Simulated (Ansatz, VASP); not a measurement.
## Two plane-wave programs on C

INCAR

```
SYSTEM = C
ALGO = Normal
EDIFF = 1E-6
EDIFFG = -0.002
ENCUT = 520
GGA = PS
IBRION = 2
ISIF = 2
ISMEAR = 0
LASPH = .True.
LCHARG = .False.
LREAL = .False.
LWAVE = .False.
NELM = 60
NSW = 60
PREC = Accurate
SIGMA = 0.02
```

KPOINTS

```
k-points
0
Gamma
  9 9 6
  0 0 0
```

The input POSCAR:

```
C
1.0
    2.4981173483      0.0000000000      0.0000000000
   -1.2490586742      2.1634330853      0.0000000000
    0.0000000000      0.0000000000      4.2229976408
C
4
Direct
    0.3333333333      0.6666666667     -0.0002601248
    0.6666666667      0.3333333333      0.4997398752
    0.3333333333      0.6666666667      0.3742601248
    0.6666666667      0.3333333333      0.8742601248
```

Input for Ansatz:

```yaml
crystal:
  lattice:
    - [2.4981173483, 0.0, 0.0]
    - [-1.2490586742, 2.1634330853, 0.0]
    - [0.0, 0.0, 4.2229976408]
  atoms:
    - { symbol: C, position: [0.3333333333, 0.6666666667, -0.0002601248] }
    - { symbol: C, position: [0.6666666667, 0.3333333333, 0.4997398752] }
    - { symbol: C, position: [0.3333333333, 0.6666666667, 0.3742601248] }
    - { symbol: C, position: [0.6666666667, 0.3333333333, 0.8742601248] }
basis:
  ecutwfc: 420
kpoints:
  mp_grid: { grid: [9, 9, 6] }
hamiltonian:
  xc: pbesol
  pseudopotentials: { kind: paw, azcp: { folder: soft_1 } }
scf:
  occupations: { method: gaussian, width: 0.02 }
output:
  forces: true
  stress: true
  eigenvalues: true
relax:
  adjacent_minimum: "off"
  f_tol: 0.002
  max_steps: 40
```

Change from the starting cell: strained cell.

Alike in both runs: task relaxation of the atoms; functional PBEsol; k mesh 9 × 9 × 6; occupations gaussian, width 0.02 eV; no spin polarisation.

|  | VASP | Ansatz |
| --- | --- | --- |
| version | VASP 6.6.1 | Ansatz 0.2.0 |
| potentials or method | VASP PAW PBE potentials, release 64 (C), cutoff 520 eV | scalar-relativistic, plane waves, PAW |
| valence electrons in the cell | 16 | 16 |

Ansatz gave:

| Quantity | Value |
| --- | --- |
| gap on the k mesh at the Fermi level, each at its own relaxed structure (eV) | 3.10 |

Task: Estimate VASP's values.

Result: gap on the k mesh at the Fermi level, each at its own relaxed structure (eV): 3.08.

VASP's potentials were made for PBE, not for PBEsol, and Ansatz warns of the same on its side. Ansatz's warnings: stress scf threshold loose.
